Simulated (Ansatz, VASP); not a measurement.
One calculation of SrO, two programs

```
CELL_PARAMETERS angstrom
0.00000 2.59754 2.59754
2.59754 0.00000 2.59754
2.59754 2.59754 0.00000
ATOMIC_POSITIONS crystal
Sr 0.00000 0.00000 0.00000
O 0.50000 0.50000 0.50000
```

Alike in both runs: task single point; functional PBE; k mesh 8 × 8 × 8; occupations gaussian, width 0.02 eV; no spin polarisation.

|  | VASP | Ansatz |
| --- | --- | --- |
| version | VASP 6.6.1 | Ansatz 0.2.0 |
| potentials or method | VASP PAW PBE potentials, release 64 (Sr_sv, O), cutoff 600 eV | scalar-relativistic, plane waves, PAW |
| valence electrons in the cell | 16 | 16 |

Ansatz gave:

| Property | Result |
| --- | --- |
| gap on the k mesh at the Fermi level (eV) | 3.33 |
| least direct gap on the mesh (eV) | 3.42 |
| pressure (GPa) | 0.0 |

Question: Estimate VASP's values.

Answer: gap on the k mesh at the Fermi level (eV): 3.28; least direct gap on the mesh (eV): 3.39; pressure (GPa): 0.4.

The functional is the same, so the differences come from potentials, cutoffs and numerics.
